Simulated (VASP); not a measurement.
# Ga (I4/mmm) in VASP: a series of runs, part 2 of 2

VASP 6.6.1. The steps go on from the part before.

**5. Single point, PBEsol (volume scaled by 1.04)**

Contents of INCAR:

```
SYSTEM = Ga
  PREC = Accurate
  ENCUT = 520
  EDIFF = 1E-7
  ISMEAR = -1
  SIGMA = 0.03
  LREAL = .False.
  LASPH = .True.
  NELM = 60
  ALGO = Normal
  ISIF = 2
  LWAVE = .False.
  LCHARG = .True.
  GGA = PS
  LELF = .True.
  LVHAR = .True.
  NBANDS = 12
```

Contents of KPOINTS:

```
Automatic mesh
0
Gamma
  16 16 16
  0 0 0
```

Contents of POSCAR:

```
Ga
1.0
   -1.4224758030      1.4224758030      2.2583323111
    1.4224758030     -1.4224758030      2.2583323111
    1.4224758030      1.4224758030     -2.2583323111
Ga
1
Direct
    0.0000000000      0.0000000000      0.0000000000
```

Potentials or basis: VASP PAW PBE potentials, release 64 (Ga_d).

Run with:

```console
$ cat potpaw_PBE.64/Ga_d/POTCAR > POTCAR
$ mpirun -np 1 vasp_std > vasp.out
```

OUTCAR:

```text
SYSTEM = Ga
   PREC = Accurate
   ENCUT = 520
   EDIFF = 1E-7
   ISMEAR = -1
   LREAL = .False.
   LASPH = .True.
   NELM = 60
   ISIF = 2
   GGA = PS

 ion  position               nearest neighbor table
   1  0.000  0.000  0.000-

  LATTYP: Found a body centered tetragonal cell.
 ALAT       =     2.8449516060
 C/A-ratio  =     1.5876068376

  Lattice vectors:

 A1 = (  -1.4224758030,   1.4224758030,   2.2583323111)
 A2 = (   1.4224758030,  -1.4224758030,   2.2583323111)
 A3 = (   1.4224758030,   1.4224758030,  -2.2583323111)

Analysis of symmetry for initial positions (statically):
=====================================================================
 Subroutine PRICEL returns:
 Original cell was already a primitive cell.

 Routine SETGRP: Setting up the symmetry group for a
 body centered tetragonal supercell.

 Subroutine GETGRP returns: Found 16 space group operations
 (whereof 16 operations were pure point group operations)
 out of a pool of 16 trial point group operations.

The static configuration has the point symmetry D_4h.

Analysis of symmetry for dynamics (positions and initial velocities):
=====================================================================
 Subroutine PRICEL returns:
 Original cell was already a primitive cell.

 Routine SETGRP: Setting up the symmetry group for a
 body centered tetragonal supercell.

 Subroutine GETGRP returns: Found 16 space group operations
 (whereof 16 operations were pure point group operations)
 out of a pool of 16 trial point group operations.

The dynamic configuration has the point symmetry D_4h.

 Subroutine INISYM returns: Found 16 space group operations
 (whereof 16 operations are pure point group operations),
 and found     1 'primitive' translations

----------------------------------------------------------------------------------------

                                     Primitive cell

[... 112 lines left out ...]
   LORBIT       =      0    0 simple, 1 ext, 2 COOP (PROOUT), +10 PAW based schemes
   GGA     = PS    functional components
   LHFCALC =     F    Hartree Fock is set to
   AEXX    =    0.0000 exact exchange contribution
   IVDW    =     0    specifies the selected vdW correction
   LEPSILON=     F    determine dielectric tensor
   LRPA    =     F    only Hartree local field effects (RPA)
 non-spin polarized calculation
  energy-cutoff  :      520.00
  volume of cell :       18.28
 maximum number of plane-waves:       509
   NGX = 11   NGY = 11   NGZ = 11

 number of electron      12.9999996 magnetization

 Free energy of the ion-electron system (eV)
  ---------------------------------------------------
  ext. energy  EPLUGINS =         0.00000000
  ---------------------------------------------------
  free energy    TOTEN  =        -3.33589961 eV

  energy without entropy =       -3.33549733  energy(sigma->0) =       -3.33569847

 E-fermi :   5.6956     XC(G=0): -11.3100

 val. band max:        5.6488539485   @ k =  -0.3750   0.0625   0.0000
 cond. band min:       5.7555984755   @ k =   0.2500   0.2500   0.1875
 fundamental gap:      0.1067445270
 Fermi energy:         5.6956083875

 k-point     1 :       0.0000    0.0000    0.0000
  band No.  band energies     occupation
      1      -9.2501      2.00000
      2      -9.1289      2.00000
      3      -9.1289      2.00000
      4      -9.1084      2.00000
      5      -8.9793      2.00000
      6      -5.5992      2.00000
      7      18.2619      0.00000
      8      18.2619      0.00000
      9      18.2719      0.00000
     10      21.7991      0.00000
     11      21.9119      0.00000
     12      22.4379      0.00000
[... 331 lines left out ...]
 k-point    24 :      -0.0625    0.0625    0.0000
  band No.  band energies     occupation
      1      -9.2361      2.00000
      2      -9.1367      2.00000
      3      -9.1229      2.00000
      4      -9.1037      2.00000
      5      -8.9860      2.00000
      6      -5.4517      2.00000
      7      17.1782      0.00000
      8      17.4428      0.00000
      9      17.7501      0.00000
     10      20.1501      0.00000
     11      23.1344      0.00000
     12      23.1358      0.00000

 [... further k-points ...]

------------------------ aborting loop because EDIFF is reached ----------------------------------------

  FORCE on cell =-STRESS in cart. coord.  units (eV):
  Direction    XX          YY          ZZ          XY          YZ          ZX
  --------------------------------------------------------------------------------------
  -------------------------------------------------------------------------------------
  Total       -0.1680315     -0.1680315     -0.2273096      0.0000000      0.0000000      0.0000000
  in kB      -14.7286729    -14.7286729    -19.9246562      0.0000000      0.0000000      0.0000000
  external PRESSURE =     -16.4606673 kB  Pullay stress =       0.0000000 kB

 VOLUME and BASIS-vectors are now :
 -----------------------------------------------------------------------------
  energy-cutoff  :      520.00
  volume of cell :       18.28
      direct lattice vectors                 reciprocal lattice vectors
    -1.422475803  1.422475803  2.258332311     0.000000000  0.351499828  0.221402314
     1.422475803 -1.422475803  2.258332311     0.351499828  0.000000000  0.221402314
     1.422475803  1.422475803 -2.258332311     0.351499828  0.351499828  0.000000000

 POSITION                                       TOTAL-FORCE (eV/Angst)
 -----------------------------------------------------------------------------------
      0.00000      0.00000      0.00000         0.000000     -0.000000      0.000000
 -----------------------------------------------------------------------------------
    total drift:                                0.000000      0.000000      0.000000

  FREE ENERGIE OF THE ION-ELECTRON SYSTEM (eV)
  ---------------------------------------------------
  free  energy   TOTEN  =        -3.3358996083 eV

  energy  without entropy=       -3.3354973298  energy(sigma->0) =       -3.33569847
```

stdout:

```text
POSCAR found type information on POSCAR Ga
 POSCAR found :  1 types and       1 ions
 scaLAPACK will be used
 -----------------------------------------------------------------------------
|                                                                             |
|                                                                             |
|     You enforced a specific xc type in the INCAR file but a different       |
|     I HOPE YOU KNOW WHAT YOU ARE DOING!                                     |
|                                                                             |
 -----------------------------------------------------------------------------

 LDA part: xc-table for (Slater+PW92), standard interpolation
 POSCAR, INCAR and KPOINTS ok, starting setup
 FFT: planning ... GRIDC
 FFT: planning ... GRID_SOFT
 FFT: planning ... GRID
 WAVECAR not read
 entering main loop
```

It took 38 s on 1 thread of Intel Xeon Platinum 8559C (Emerald Rapids), shared host; peak memory 0.19 GiB.

Results:

```yaml
Free_energy: -3.3359 eV
Pressure: -1.6 GPa
```

Levels at points of the mesh, in eV from the Fermi level:
```tsv
k point	band 3	band 4	band 5	band 6	band 7	band 8	band 9	band 10
(0.00, 0.00, 0.00)	-14.82	-14.80	-14.67	-11.29	12.57	12.57	12.58	16.10
(0.50, 0.00, 0.00)	-14.81	-14.64	-14.60	-4.94	-4.10	8.48	11.52	12.56
(0.50, 0.50, 0.00)	-14.64	-14.64	-14.54	-2.14	-1.44	4.04	4.94	8.00
(0.50, 0.50, 0.50)	-14.61	-14.61	-14.61	-3.85	-3.51	6.39	6.39	9.64
```

Caveat: the PAW data sets were made with another functional, which shifts forces and pressure a little.

**6. Summary**

| cell | gap on the mesh (eV) | pressure (GPa) |
| --- | --- | --- |
| a = 2.924 Å, angles 123.9, 123.9, 83.4°, 1 atom | none | 5.2 |
| a = 2.965 Å, angles 123.9, 123.9, 83.4°, 1 atom | none | 2.0 |
| a = 2.995 Å, angles 123.9, 123.9, 83.4°, 1 atom | none | 0.1 |
| a = 3.024 Å, angles 123.9, 123.9, 83.4°, 1 atom | none | -1.6 |

Alike in all rows: task single point; level PBEsol; potentials or basis VASP PAW PBE potentials, release 64 (Ga_d); no spin polarisation; k mesh 16 × 16 × 16; cutoff (eV) 520; smearing fermi-dirac 0.03 eV.

Caveats: the PAW data sets were made with another functional, which shifts forces and pressure a little.

Total energies depend on the potentials used, so only differences within one code and one set of settings carry meaning.
